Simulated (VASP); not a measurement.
Write the native input for VASP 6.6.1 that does the following.

| Property | Result |
| --- | --- |
| Task | single point |
| Functional | PBEsol |
| Potentials or basis | VASP PAW PBE potentials, release 64 (Zr_sv) |
| Cutoff | 520 eV |
| k mesh | 15 × 15 × 15 |
| Occupations | fermi-dirac, width 0.08 eV |
| Spin | no spin polarisation |
| Dipole correction | no |
| Further INCAR settings | ALGO = Normal; EDIFF = 1e-06; NBANDS = 12 |

The structure of Zr lies in POSCAR:

```
Zr
1.0
   -1.6002628893      1.6002628893      1.6002628893
    1.6002628893     -1.6002628893      1.6002628893
    1.6002628893      1.6002628893     -1.6002628893
Zr
1
Direct
    0.0000000000      0.0000000000      0.0000000000
```

This cell differs from its parent crystal: volume scaled by 0.75.

The input as run:

INCAR

```
PREC     = Accurate       # precision mode
ENCUT    = 520            # plane-wave cutoff, eV
EDIFF    = 1E-6           # SCF threshold, eV
ISMEAR   = -1             # smearing method
SIGMA    = 0.08           # smearing width, eV
LREAL    = False          # projectors in reciprocal space
LASPH    = True           # aspherical terms in the spheres
NELM     = 60             # most SCF steps
ALGO     = Normal         # electronic algorithm
ISIF     = 2              # what is computed and relaxed
LWAVE    = False          # write WAVECAR
LCHARG   = True           # write CHGCAR
GGA      = PS             # functional
LELF     = True           # ELF
LVHAR    = True         
NBANDS   = 12             # bands
```

KPOINTS

```
Automatic mesh
0
Gamma
  15 15 15
```

Potentials or basis: VASP PAW PBE potentials, release 64 (Zr_sv).

Command:

```sh
$ cat potpaw_PBE.64/Zr_sv/POTCAR > POTCAR
$ mpirun -np 1 vasp_std > vasp.out
```

Results of the run:

```yaml
Pressure: 42.6 GPa
Band_gap_on_the_k_mesh: zero (band 6 reaches 14.19 eV, above the bottom of band 7 at 12.09 eV)
```

Caveat: the PAW data sets were made with another functional, which shifts forces and pressure a little.

Run time: 28 s on 1 thread of Intel Xeon 8259CL, on a shared host, peak memory 0.15 GiB.
